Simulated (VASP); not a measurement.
# Al (P6_3/mmc) in VASP: notebook, part 3 of 3

VASP 6.6.1. Earlier steps stand in the parts before.

### Step 5. Single point, HSE06

This run uses another cell than the first one, of 16.65 Å³/atom.

The input, POSCAR:

```
Al
1.0
    2.9111082300      0.0000000000      0.0000000000
   -1.4555541150      2.5210936804      0.0000000000
    0.0000000000      0.0000000000      4.5375861628
Al
2
Direct
    0.3333333333      0.6666666667      0.2500000000
    0.6666666667      0.3333333333      0.7500000000
```

The input, INCAR.step1:

```
PREC = Accurate ; ENCUT = 520
EDIFF = 1E-5 ; ISMEAR = -1
SIGMA = 0.05 ; LREAL = False
LASPH = True ; NELM = 80
ALGO = Normal ; ISIF = 2
LWAVE = True ; LCHARG = False
NBANDS = 10 ; GGA = PE
```

The input, INCAR.step2:

```
PREC = Accurate ; ENCUT = 520
EDIFF = 1E-6 ; ISMEAR = -1
SIGMA = 0.05 ; LREAL = False
LASPH = True ; NELM = 80
ALGO = Normal ; ISIF = 2
LWAVE = False ; LCHARG = False
GGA = PE ; LHFCALC = True
HFSCREEN = 0.2079 ; PRECFOCK = Normal
NBANDS = 10 ; ISTART = 1
```

The input, KPOINTS:

```
regular mesh
0
Gamma
  6 6 3
```

Potentials or basis: VASP PAW PBE potentials, release 64 (Al).

Launch:

```
$ cat potpaw_PBE.64/Al/POTCAR > POTCAR
$ cp INCAR.step1 INCAR
$ mpirun -np 1 vasp_std > vasp.out
$ cp INCAR.step2 INCAR
$ mpirun -np 1 vasp_std > vasp.out
```

OUTCAR:

```text
PREC = Accurate
   ENCUT = 520
   EDIFF = 1E-6
   ISMEAR = -1
   LREAL = False
   LASPH = True
   NELM = 80
   ISIF = 2
   GGA = PE
   LHFCALC = True
   HFSCREEN = 0.2079
   PRECFOCK = Normal
   ISTART = 1

 ion  position               nearest neighbor table
   1  0.333  0.667  0.250-   2 2.82   2 2.82   2 2.82   2 2.82   2 2.82   2 2.82
   2  0.667  0.333  0.750-   1 2.82   1 2.82   1 2.82   1 2.82   1 2.82   1 2.82

  LATTYP: Found a hexagonal cell.
 ALAT       =     2.9111082300
 C/A-ratio  =     1.5587143467

  Lattice vectors:

 A1 = (   2.9111082300,   0.0000000000,   0.0000000000)
 A2 = (  -1.4555541150,   2.5210936804,   0.0000000000)
 A3 = (   0.0000000000,   0.0000000000,   4.5375861628)

Analysis of symmetry for initial positions (statically):
=====================================================================
 Subroutine PRICEL returns:
 Original cell was already a primitive cell.

 Routine SETGRP: Setting up the symmetry group for a
 hexagonal supercell.

 Subroutine GETGRP returns: Found 24 space group operations
 (whereof 12 operations were pure point group operations)
 out of a pool of 24 trial point group operations.

The static configuration has the point symmetry D_3d.
 The point group associated with its full space group is D_6h.

Analysis of symmetry for dynamics (positions and initial velocities):
=====================================================================
 Subroutine PRICEL returns:
 Original cell was already a primitive cell.

 Routine SETGRP: Setting up the symmetry group for a
 hexagonal supercell.

 Subroutine GETGRP returns: Found 24 space group operations
 (whereof 12 operations were pure point group operations)
 out of a pool of 24 trial point group operations.

The dynamic configuration has the point symmetry D_3d.
 The point group associated with its full space group is D_6h.

 Subroutine INISYM returns: Found 24 space group operations
 (whereof 12 operations are pure point group operations),
 and found     1 'primitive' translations

----------------------------------------------------------------------------------------

                                     Primitive cell

  volume of cell :      33.3021

  direct lattice vectors                    reciprocal lattice vectors
     2.911108230  0.000000000  0.000000000     0.343511790  0.198326625  0.000000000
    -1.455554115  2.521093680  0.000000000     0.000000000  0.396653249  0.000000000
     0.000000000  0.000000000  4.537586163     0.000000000  0.000000000  0.220381490

  length of vectors
     2.911108230  2.911108230  4.537586163     0.396653249  0.396653249  0.220381490

  position of ions in fractional coordinates (direct lattice)
     0.333333333  0.666666667  0.250000000
     0.666666667  0.333333333  0.750000000

[... 42 lines left out ...]
  0.333333  0.000000  0.333333     12.000000
  0.500000 -0.000000  0.333333      6.000000
  0.166667  0.166667  0.333333     12.000000
  0.333333  0.166667  0.333333     24.000000
  0.333333  0.333333  0.333333      4.000000
   k-points           NKPTS =     14   k-points in BZ     NKDIM =    108   number of bands    NBANDS=     10
   number of dos      NEDOS =    301   number of ions     NIONS =      2
   total plane-waves  NPLWV =  20736
   dimension x,y,z NGX =    24 NGY =   24 NGZ =   36
   dimension x,y,z NGXF=    48 NGYF=   48 NGZF=   72
   ions per type =               2
   NGX,Y,Z   is equivalent  to a cutoff of  13.71, 13.71, 13.19 a.u.
   NGXF,Y,Z  is equivalent  to a cutoff of  27.41, 27.41, 26.38 a.u.
 SYSTEM =  unknown system
   PREC   = accura    normal or accurate (medium, high low for compatibility)
   ISTART =      1    job   : 0-new  1-cont  2-samecut
   ICHARG =      0    charge: 1-file 2-atom 10-const
   ISPIN  =      1    spin polarized calculation?
   LNONCOLLINEAR =      F non collinear calculations
   LSORBIT =      F    spin-orbit coupling
   LASPH  =      T    aspherical Exc in radial PAW
   ENCUT  =  520.0 eV  38.22 Ry    6.18 a.u.   5.41  5.41  8.44*2*pi/ulx,y,z
   NELM   =     80;   NELMIN=  2; NELMDL=  0     # of ELM steps
   EDIFF  = 0.1E-05   stopping-criterion for ELM
   LREAL  =      F    real-space projection
   EDIFFG = 0.1E-04   stopping-criterion for IOM
   NSW    =      0    number of steps for IOM
   IBRION =     -1    ionic relax: 0-MD 1-quasi-New 2-CG
   NFREE  =      0    steps in history (QN), initial steepest desc. (CG)
   ISIF   =      2    stress and relaxation
   ISYM   =      3    0-nonsym 1-usesym 2-fastsym
   POTIM  = 0.5000    time-step for ionic-motion
   TEBEG  =    0.0;   TEEND  =   0.0 temperature during run
   PSTRESS=    0.0 pullay stress
   NELECT =       6.0000    total number of electrons
   NUPDOWN=      -1.0000    fix difference up-down
   EMIN   =  10.00;   EMAX   =-10.00  energy-range for DOS
   EFERMI =   0.00;   METHOD = LEGACY
   ISMEAR =    -1;   SIGMA  =   0.05  broadening in eV -4-tet -1-fermi 0-gaus
   EFERMI_NEDOS =   21; number of points for ismear=-14 and -15
   IALGO  =     38    algorithm
   IMIX   =      1    mixing-type and parameters
     AMIX     =   0.40;   BMIX     =  1.00
     AMIX_MAG =   1.60;   BMIX_MAG =  1.00
  volume/ion in A,a.u.               =      16.65       112.37
  Fermi-wavevector in a.u.,A,eV,Ry     =   0.924630  1.747297 11.632166  0.854940
  Thomas-Fermi vector in A             =   2.050396
   LORBIT       =      0    0 simple, 1 ext, 2 COOP (PROOUT), +10 PAW based schemes
   GGA     = PE    functional components
   LHFCALC =     T    Hartree Fock is set to
   PRECFOCK=normal    Normal, Fast or Accurate (Low or Medium for compatibility)
   ENCUT4O =  -1.0   cutoff for four orbital integrals eV
   NKREDX  =     1    reduce k-point grid by
   NKREDY  =     1    reduce k-point grid by
   NKREDZ  =     1    reduce k-point grid by
   AEXX    =    0.2500 exact exchange contribution
   HFSCREEN=    0.2079 screening length (either q_TF or 0.3 A-1)
   HFSCREENC=   0.2079 screening length for correlation (either q_TF or 0.3 A-1)
   ENCUTFOCK=  -1.0 apply spherical cutoff to Coloumb kernel
   IVDW    =     0    specifies the selected vdW correction
   LEPSILON=     F    determine dielectric tensor
   LRPA    =     F    only Hartree local field effects (RPA)
 non-spin polarized calculation
  energy-cutoff  :      520.00
  volume of cell :       33.30
 maximum number of plane-waves:       923
 NGX is ok and might be reduce to    24
  NGX = 18; NGY = 18; NGZ = 28

 number of electron       6.0000000 magnetization

 Free energy of the ion-electron system (eV)
  ---------------------------------------------------
  ext. energy  EPLUGINS =         0.00000000
  ---------------------------------------------------
  free energy    TOTEN  =        -8.07503341 eV

  energy without entropy =       -8.06292566  energy(sigma->0) =       -8.06897953

 E-fermi :   7.9651     XC(G=0):  -8.3868

 val. band max:        7.6935133478   @ k =   0.3333   0.1667   0.0000
 cond. band min:       8.0316681621   @ k =   0.3333   0.1667   0.3333
 fundamental gap:      0.3381548143
 Fermi energy:         7.9650550047

 k-point     1 :       0.0000    0.0000    0.0000
  band No.  band energies     occupation
      1      -4.7339      2.00000
      2       2.9736      2.00000
      3       3.6213      2.00000
      4      18.5711      0.00000
      5      18.5711      0.00000
      6      19.1798      0.00000
      7      19.1798      0.00000
      8      21.2945      0.00000
      9      22.1911      0.00000
     10      24.4641      0.00000
[... 157 lines left out ...]
 k-point    14 :       0.3333    0.3333    0.3333
  band No.  band energies     occupation
      1       4.5249      2.00000
      2       4.5249      2.00000
      3       5.0845      2.00000
      4       7.4631      1.99991
      5       7.4631      1.99991
      6       7.6356      1.99725
      7      17.1957      0.00000
      8      17.1957      0.00000
      9      17.5706      0.00000
     10      23.7418      0.00000

------------------------ aborting loop because EDIFF is reached ----------------------------------------

  FORCE on cell =-STRESS in cart. coord.  units (eV):
  Direction    XX          YY          ZZ          XY          YZ          ZX
  --------------------------------------------------------------------------------------
  -------------------------------------------------------------------------------------
  Total        0.0240903      0.0240903     -0.0156852      0.0000000      0.0000000      0.0000000
  in kB        1.1589943      1.1589943     -0.7546187      0.0000000      0.0000000      0.0000000
  external PRESSURE =       0.5211233 kB  Pullay stress =       0.0000000 kB

 VOLUME and BASIS-vectors are now :
 -----------------------------------------------------------------------------
  energy-cutoff  :      520.00
  volume of cell :       33.30
      direct lattice vectors                 reciprocal lattice vectors
     2.911108230  0.000000000  0.000000000     0.343511790  0.198326625  0.000000000
    -1.455554115  2.521093680  0.000000000     0.000000000  0.396653249  0.000000000
     0.000000000  0.000000000  4.537586163     0.000000000  0.000000000  0.220381490

 POSITION                                       TOTAL-FORCE (eV/Angst)
 -----------------------------------------------------------------------------------
     -0.00000      1.68073      1.13440        -0.000000      0.000000      0.000000
      1.45555      0.84036      3.40319         0.000000      0.000000     -0.000000
 -----------------------------------------------------------------------------------
    total drift:                               -0.000001      0.000001     -0.000000

  FREE ENERGIE OF THE ION-ELECTRON SYSTEM (eV)
  ---------------------------------------------------
  free  energy   TOTEN  =        -8.0750334058 eV

  energy  without entropy=       -8.0629256639  energy(sigma->0) =       -8.06897953
```

OUTCAR.step1:

```text
PREC = Accurate
   ENCUT = 520
   EDIFF = 1E-5
   ISMEAR = -1
   LREAL = False
[... 394 lines left out ...]
     -0.00000      1.68073      1.13440         0.000000     -0.000000      0.000000
      1.45555      0.84036      3.40319        -0.000000      0.000000      0.000000
 -----------------------------------------------------------------------------------
    total drift:                               -0.000000      0.000000     -0.000000

  FREE ENERGIE OF THE ION-ELECTRON SYSTEM (eV)
  ---------------------------------------------------
  free  energy   TOTEN  =        -7.3778970525 eV

  energy  without entropy=       -7.3630842575  energy(sigma->0) =       -7.37049066
```

Run time: 1.9 min. Hardware: 1 thread of AMD EPYC 9R45 (Zen 5), shared host; peak memory 0.22 GiB.

Results:

* Free energy: -8.0750 eV
* Pressure: 0.1 GPa
* Band gap on the k mesh: zero (bands 3 and 4 overlap by 5.00 eV)

Caveat: the k points lie up to 0.46 Å⁻¹ apart, too coarse for converged energies and pressures of a metal; the PAW data sets were made with another functional, which shifts forces and pressure a little.

### Step 6. The runs side by side

```csv
level,cell,share of exact exchange,screening parameter,gap on the mesh (eV),pressure (GPa)
PBE0,"a = 2.907, b = 2.907, c = 4.534 Å, angles 90.0, 90.0, 120.0°, 2 atoms",0.25,-,none,0.0
PBEsol-based global hybrid with 25 % exact exchange,"a = 2.812, b = 2.812, c = 4.867 Å, angles 90.0, 90.0, 120.0°, 2 atoms",0.25,-,none,0.1
B3LYP,"a = 2.812, b = 2.812, c = 4.867 Å, angles 90.0, 90.0, 120.0°, 2 atoms",0.2,-,none,3.9
HSE06,"a = 2.911, b = 2.911, c = 4.538 Å, angles 90.0, 90.0, 120.0°, 2 atoms",0.25,0.2079 1/Å,none,0.1
```

Alike in all rows: task single point; potentials or basis VASP PAW PBE potentials, release 64 (Al); no spin polarisation; k mesh 6 × 6 × 3; cutoff (eV) 520; smearing fermi-dirac 0.05 eV.

Caveats: all runs use coarse meshes; the PAW data sets were made with another functional, which shifts forces and pressure a little.

Total energies depend on the potentials used, so only differences within one code and one set of settings carry meaning.

The gap in the log of VASP goes by the Fermi energy; the results here count the filled bands.